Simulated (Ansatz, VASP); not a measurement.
Fe: VASP beside Ansatz

```
Fe
1.0
     3.85963    0.00000    0.00000
    -1.92981    3.34253    0.00000
     0.00000    0.00000    2.42449
Fe
3
Direct
  0.00000 0.00000 0.00000
  0.33333 0.66667 0.50000
  0.66667 0.33333 0.50000
```

Alike in both runs: task single point; functional PBEsol; k mesh 11 × 11 × 15; occupations fermi-dirac, width 0.1 eV; no spin polarisation.

|  | VASP | Ansatz |
| --- | --- | --- |
| version | VASP 6.6.1 | Ansatz 0.2.0 |
| potentials or method | VASP PAW PBE potentials, release 64 (Fe), cutoff 520 eV | plane waves (420 eV) with PAW, scalar-relativistic |
| valence electrons in the cell | 24 | 48 |

|  | VASP | Ansatz | Ansatz less VASP |
| --- | --- | --- | --- |
| pressure (GPa) | -11.4 | -11.0 | +0.37 |
| traceless stress, the component that is largest in VASP (GPa) | 0.47 | 0.40 | -0.074 |

VASP's potentials were made for PBE, not for PBEsol, and Ansatz warns of the same on its side. With one functional, cell and mesh, what is left measures potentials, basis and numerics. VASP's potentials hold 24 valence electrons a cell and Ansatz's 48, so a difference there can come from the potentials and not from the codes.
